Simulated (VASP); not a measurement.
# PbS (R3m) in VASP: settings compared

The runs below take PbS through single point, with r2SCAN+D4, r2SCAN.

All numbers are computed with VASP 6.6.1; they aren't measurements. Logs are shortened: lines on timing, memory, paths and dates and some standing lists are left out, and cuts for length are marked.

**1. The cell of the first run**

It takes space group R3m (No. 160, trigonal). Conventional cell: a = 4.201 Å, b = 4.201 Å, c = 10.291 Å, α = 90.00°, β = 90.00°, γ = 120.00°. Pb (site symmetry 3m) has 6 S at 2.97 Å within 3.9 Å. Within 3.9 Å of S (site symmetry 3m) lie 6 Pb at 2.97 Å.

**2. Single point, r2SCAN+D4**

POSCAR reads:

```
PbS
1.0
    2.1005109573      1.2127305666      3.4301898177
   -2.1005109573      1.2127305666      3.4301898177
    0.0000000000     -2.4254611333      3.4301898176
Pb S
1 1
Direct
    0.9781436759      0.9781436759      0.9781436759
    0.4774576541      0.4774576541      0.4774576541
```

INCAR.step1 reads:

```
PREC = Accurate
ENCUT = 520
ISMEAR = 0
SIGMA = 0.01
LREAL = False
LASPH = True
NELM = 80
NBANDS = 17
GGA = PE
ALGO = Normal
EDIFF = 1E-4
LWAVE = True
LCHARG = False
```

INCAR.step2 reads:

```
PREC = Accurate
ENCUT = 520
EDIFF = 1E-6
ISMEAR = 0
SIGMA = 0.01
LREAL = False
LASPH = True
NELM = 80
ALGO = Normal
ISIF = 2
LWAVE = False
LCHARG = False
METAGGA = R2SCAN
LMIXTAU = True
IVDW = 13
VDW_S6 = 1.0
VDW_S8 = 0.6018749
VDW_A1 = 0.51559235
VDW_A2 = 5.77342911
NBANDS = 17
ISTART = 1
```

KPOINTS reads:

```
Automatic mesh
0
Gamma
  6 6 6
```

Potentials or basis: VASP PAW PBE potentials, release 64 (Pb_d, S).

The run is started by

```sh
$ cat potpaw_PBE.64/Pb_d/POTCAR potpaw_PBE.64/S/POTCAR > POTCAR
$ cp INCAR.step1 INCAR
$ mpirun -np 1 vasp_std > vasp.out
$ cp INCAR.step2 INCAR
$ mpirun -np 1 vasp_std > vasp.out
```

OUTCAR:

```text
PREC = Accurate
   ENCUT = 520
   EDIFF = 1E-6
   ISMEAR = 0
   LREAL = False
   LASPH = True
   NELM = 80
   ISIF = 2
   METAGGA = R2SCAN
   IVDW = 13
   ISTART = 1

 ion  position               nearest neighbor table
   1  0.978  0.978  0.978-   2 2.97   2 2.97   2 2.97   2 2.97   2 2.97   2 2.97
   2  0.477  0.477  0.477-   1 2.97   1 2.97   1 2.97   1 2.97   1 2.97   1 2.97

  LATTYP: Found a trigonal (rhomboedric) cell.
 ALAT       =     4.2010788965
 COS(alpha) =     0.5000135635

  Lattice vectors:

 A1 = (   2.1005109573,   1.2127305666,   3.4301898177)
 A2 = (  -2.1005109573,   1.2127305666,   3.4301898177)
 A3 = (   0.0000000000,  -2.4254611333,   3.4301898176)

Analysis of symmetry for initial positions (statically):
=====================================================================
 Subroutine PRICEL returns:
 Original cell was already a primitive cell.

 Routine SETGRP: Setting up the symmetry group for a
 trigonal (rhombohedral) supercell.

 Subroutine GETGRP returns: Found  6 space group operations
 (whereof  6 operations were pure point group operations)
 out of a pool of 12 trial point group operations.

The static configuration has the point symmetry C_3v.

Analysis of symmetry for dynamics (positions and initial velocities):
=====================================================================
 Subroutine PRICEL returns:
 Original cell was already a primitive cell.

 Routine SETGRP: Setting up the symmetry group for a
 trigonal (rhombohedral) supercell.

 Subroutine GETGRP returns: Found  6 space group operations
 (whereof  6 operations were pure point group operations)
 out of a pool of 12 trial point group operations.

The dynamic configuration has the point symmetry C_3v.

 Subroutine INISYM returns: Found  6 space group operations
 (whereof  6 operations are pure point group operations),
 and found     1 'primitive' translations

----------------------------------------------------------------------------------------

                                     Primitive cell

  volume of cell :      52.4274

  direct lattice vectors                    reciprocal lattice vectors
     2.100510957  1.212730567  3.430189818     0.238037321  0.137430911  0.097176352
    -2.100510957  1.212730567  3.430189818    -0.238037321  0.137430911  0.097176352
     0.000000000 -2.425461133  3.430189818     0.000000000 -0.274861822  0.097176352

  length of vectors
     4.201078896  4.201078896  4.201078896     0.291534328  0.291534328  0.291534328

  position of ions in fractional coordinates (direct lattice)
     0.978143676  0.978143676  0.978143676
     0.477457654  0.477457654  0.477457654

  ion indices of the primitive-cell ions
   primitive index   ion index
                 1           1
                 2           2

----------------------------------------------------------------------------------------

 KPOINTS: Automatic mesh

Automatic generation of k-mesh.
 Grid dimensions read from file:
 generate k-points for:    6    6    6

 Generating k-lattice:

  Cartesian coordinates                     Fractional coordinates (reciprocal lattice)
     0.039672887  0.022905152  0.016196059     0.166666667  0.000000000  0.000000000
    -0.039672887  0.022905152  0.016196059     0.000000000  0.166666667  0.000000000
     0.000000000 -0.045810304  0.016196059     0.000000000  0.000000000  0.166666667

  Length of vectors
     0.048589055  0.048589055  0.048589055

  Shift w.r.t. Gamma in fractional coordinates (k-lattice)
     0.000000000  0.000000000  0.000000000

 Subroutine IBZKPT returns following result:
 ===========================================

 Found     32 irreducible k-points:

 Following reciprocal coordinates:
            Coordinates               Weight
  0.000000  0.000000  0.000000      1.000000
  0.166667 -0.000000 -0.000000      6.000000
  0.166667  0.166667  0.166667      2.000000
  0.333333 -0.000000  0.000000      6.000000
  0.333333  0.333333  0.333333      2.000000
  0.500000  0.000000  0.000000      3.000000
[... 16 lines left out ...]
  0.500000  0.166667  0.500000      6.000000
 -0.333333  0.333333  0.000000      6.000000
 [... further k-points ...]
   k-points           NKPTS =     32   k-points in BZ     NKDIM =     32   number of bands    NBANDS=     17
   number of dos      NEDOS =    301   number of ions     NIONS =      2
   total plane-waves  NPLWV =  32768
   dimension x,y,z NGX =    32 NGY =   32 NGZ =   32
   dimension x,y,z NGXF=    64 NGYF=   64 NGZF=   64
   ions per type =               1   1
   NGX,Y,Z   is equivalent  to a cutoff of  12.66, 12.66, 12.66 a.u.
   NGXF,Y,Z  is equivalent  to a cutoff of  25.33, 25.33, 25.33 a.u.
 SYSTEM =  unknown system
   PREC   = accura    normal or accurate (medium, high low for compatibility)
   ISTART =      1    job   : 0-new  1-cont  2-samecut
   ICHARG =      0    charge: 1-file 2-atom 10-const
   ISPIN  =      1    spin polarized calculation?
   LNONCOLLINEAR =      F non collinear calculations
   LSORBIT =      F    spin-orbit coupling
   LASPH  =      T    aspherical Exc in radial PAW
   ENCUT  =  520.0 eV  38.22 Ry    6.18 a.u.   7.81  7.81  7.81*2*pi/ulx,y,z
   NELM   =     80;   NELMIN=  2; NELMDL=  0     # of ELM steps
   EDIFF  = 0.1E-05   stopping-criterion for ELM
   LREAL  =      F    real-space projection
   EDIFFG = 0.1E-04   stopping-criterion for IOM
   NSW    =      0    number of steps for IOM
   IBRION =     -1    ionic relax: 0-MD 1-quasi-New 2-CG
   NFREE  =      0    steps in history (QN), initial steepest desc. (CG)
   ISIF   =      2    stress and relaxation
   ISYM   =      2    0-nonsym 1-usesym 2-fastsym
   POTIM  = 0.5000    time-step for ionic-motion
   TEBEG  =    0.0;   TEEND  =   0.0 temperature during run
   PSTRESS=    0.0 pullay stress
   NELECT =      20.0000    total number of electrons
   NUPDOWN=      -1.0000    fix difference up-down
   EMIN   =  10.00;   EMAX   =-10.00  energy-range for DOS
   EFERMI =   0.00;   METHOD = LEGACY
   ISMEAR =     0;   SIGMA  =   0.01  broadening in eV -4-tet -1-fermi 0-gaus
   EFERMI_NEDOS =   21; number of points for ismear=-14 and -15
   IALGO  =     38    algorithm
   IMIX   =      4    mixing-type and parameters
     AMIX     =   0.40;   BMIX     =  1.00
     AMIX_MAG =   1.60;   BMIX_MAG =  1.00
  volume/ion in A,a.u.               =      26.21       176.90
  Fermi-wavevector in a.u.,A,eV,Ry     =   1.187313  2.243696 19.180302  1.409712
  Thomas-Fermi vector in A             =   2.323467
   LORBIT       =      0    0 simple, 1 ext, 2 COOP (PROOUT), +10 PAW based schemes
   METAGGA = R2SCAN    functional components
   LHFCALC =     F    Hartree Fock is set to
   AEXX    =    0.0000 exact exchange contribution
   IVDW    =    13    specifies the selected vdW correction
   LEPSILON=     F    determine dielectric tensor
   LRPA    =     F    only Hartree local field effects (RPA)
 non-spin polarized calculation
 Gauss-broadening in eV      SIGMA  =   0.01
  energy-cutoff  :      520.00
  volume of cell :       52.43
 maximum number of plane-waves:      1428
   NGX = 15   NGY = 15   NGZ = 15

 number of electron      20.0000001 magnetization

 Free energy of the ion-electron system (eV)
  ---------------------------------------------------
  ext. energy  EPLUGINS =         0.00000000
  ---------------------------------------------------
  free energy    TOTEN  =       -65.61025613 eV

  energy without entropy =      -65.61025613  energy(sigma->0) =      -65.61025613

 E-fermi :   5.7296     XC(G=0): -10.2309

 val. band max:        5.6367198673   @ k =   0.5000   0.0000   0.0000
 cond. band min:       6.2776010289   @ k =   0.5000   0.0000   0.0000
 fundamental gap:      0.6408811616
 Fermi energy:         5.7296407553

 k-point     1 :       0.0000    0.0000    0.0000
  band No.  band energies     occupation
      1     -11.8062      2.00000
      2     -11.8062      2.00000
      3     -11.8062      2.00000
      4     -11.7902      2.00000
      5     -11.7902      2.00000
      6      -8.5343      2.00000
[... 9 lines left out ...]
     16      12.7857      0.00000
     17      14.7123      0.00000

 k-point     2 :       0.1667   -0.0000   -0.0000
  band No.  band energies     occupation
      1     -11.8050      2.00000
      2     -11.8043      2.00000
      3     -11.8043      2.00000
      4     -11.7891      2.00000
      5     -11.7891      2.00000
      6      -8.2980      2.00000
[... 9 lines left out ...]
     16      13.4086      0.00000
     17      16.6416      0.00000

 k-point     3 :       0.1667    0.1667    0.1667
  band No.  band energies     occupation
      1     -11.8050      2.00000
      2     -11.8043      2.00000
      3     -11.8043      2.00000
      4     -11.7891      2.00000
      5     -11.7891      2.00000
      6      -8.2980      2.00000
[... 9 lines left out ...]
     16      13.4087      0.00000
     17      16.6415      0.00000

 k-point     4 :       0.3333   -0.0000    0.0000
  band No.  band energies     occupation
      1     -11.8180      2.00000
      2     -11.8180      2.00000
      3     -11.8035      2.00000
      4     -11.7692      2.00000
      5     -11.7692      2.00000
      6      -7.7041      2.00000
[... 9 lines left out ...]
     16      14.8584      0.00000
     17      18.4560      0.00000
[... 343 lines left out ...]
      1     -11.9237      2.00000
      2     -11.8192      2.00000
      3     -11.7783      2.00000
      4     -11.7580      2.00000
      5     -11.7515      2.00000
      6      -6.9649      2.00000
[... 9 lines left out ...]
     16      17.5379      0.00000
     17      18.0439      0.00000

 k-point    23 :       0.5000    0.1667    0.5000
  band No.  band energies     occupation
      1     -11.9237      2.00000
      2     -11.8192      2.00000
      3     -11.7783      2.00000
      4     -11.7580      2.00000
      5     -11.7515      2.00000
      6      -6.9650      2.00000
[... 9 lines left out ...]
     16      17.5379      0.00000
     17      18.0438      0.00000

 k-point    24 :      -0.3333    0.3333    0.0000
  band No.  band energies     occupation
      1     -11.8902      2.00000
      2     -11.7963      2.00000
      3     -11.7949      2.00000
      4     -11.7735      2.00000
      5     -11.7603      2.00000
      6      -6.9357      2.00000
[... 9 lines left out ...]
     16      16.2918      0.00000
     17      18.1608      0.00000

 [... further k-points ...]

------------------------ aborting loop because EDIFF is reached ----------------------------------------

  DFT-D4 for vdW energy calculation

  Edisp (eV):   -0.26170

  FORCE on cell =-STRESS in cart. coord.  units (eV):
  Direction    XX          YY          ZZ          XY          YZ          ZX
  --------------------------------------------------------------------------------------
  -------------------------------------------------------------------------------------
  Total       0.08482     0.08482     0.08510     0.00000     0.00000     0.00000
  in kB       2.59221     2.59221     2.60069     0.00000     0.00000     0.00000
  external pressure =        2.60 kB  Pullay stress =        0.00 kB

 VOLUME and BASIS-vectors are now :
 -----------------------------------------------------------------------------
  energy-cutoff  :      520.00
  volume of cell :       52.43
      direct lattice vectors                 reciprocal lattice vectors
     2.100510957  1.212730567  3.430189818     0.238037321  0.137430911  0.097176352
    -2.100510957  1.212730567  3.430189818    -0.238037321  0.137430911  0.097176352
     0.000000000 -2.425461133  3.430189818     0.000000000 -0.274861822  0.097176352

 POSITION                                       TOTAL-FORCE (eV/Angst)
 -----------------------------------------------------------------------------------
      0.00000     -0.00000     10.06566         0.000000      0.000000     -0.001654
      0.00000     -0.00000      4.91331         0.000000     -0.000000      0.001654
 -----------------------------------------------------------------------------------
    total drift:                               -0.000000     -0.000000      0.000091

  FREE ENERGIE OF THE ION-ELECTRON SYSTEM (eV)
  ---------------------------------------------------
  free  energy   TOTEN  =       -65.8719530898 eV

  energy  without entropy=      -65.8719530898  energy(sigma->0) =      -65.87195309
```

Wall time 56 s (1 thread of AMD EPYC 9R45 (Zen 5), shared host); peak memory 0.17 GiB.

Results:

```yaml
Free_energy: -65.8720 eV
Pressure: 0.3 GPa
Band_gap_on_the_k_mesh: 0.64 eV, direct
Dispersion_energy_per_atom: -0.131 eV
```

Caveat: the PAW data sets were made with another functional, which shifts forces and pressure a little; spin-orbit coupling is left out, which moves the levels of the heavy elements.

(Continued in part 2 of 2.)
